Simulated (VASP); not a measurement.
Input of a VASP 6.6.1 run:

The input INCAR:

```
  PREC = Accurate
  ENCUT = 520
  EDIFF = 1E-6
  ISMEAR = 0
  SIGMA = 0.05
  LREAL = False
  LASPH = True
  NELM = 100
  ALGO = Normal
  ISIF = 2
  LWAVE = False
  LCHARG = False
  GGA = PE
  NBANDS = 16
```

The input KPOINTS:

```
regular mesh
0
Gamma
  12 12 10
```

POSCAR

```
C
1.0
    0.0000000000     -1.7834000000     -1.7834000000
   -1.7834000000      0.0000000000     -1.7834000000
    1.7834000000      1.7834000000     -3.5668000000
C
4
Direct
    0.7257198216      0.7257198216      0.7580933928
    0.2257198216      0.2257198216      0.2580933928
    0.3992801784      0.3992801784      0.8669066072
    0.8992801784      0.8992801784      0.3669066072
```

Potentials or basis: VASP PAW PBE potentials, release 64 (C).

Launch:

```console
$ cat potpaw_PBE.64/C/POTCAR > POTCAR
$ mpirun -np 1 vasp_std > vasp.out
```

Problem. What does it give for the largest force?

Solution. 10.201 eV/Å.

Problem. Predict the pressure.

Solution. 21.4 GPa.

Forces in eV/Å, atoms in the order of the input:
```
C   -5.890 -5.890 -5.889
C   -5.890 -5.890 -5.889
C    5.890  5.890  5.889
C    5.890  5.890  5.889
```

Caveat: the cell differs from its parent crystal (atoms displaced along a vibrational mode); the cell stands under pressure; forces of over 1 eV/Å act on the atoms, so gaps and moduli don't describe the material at rest.
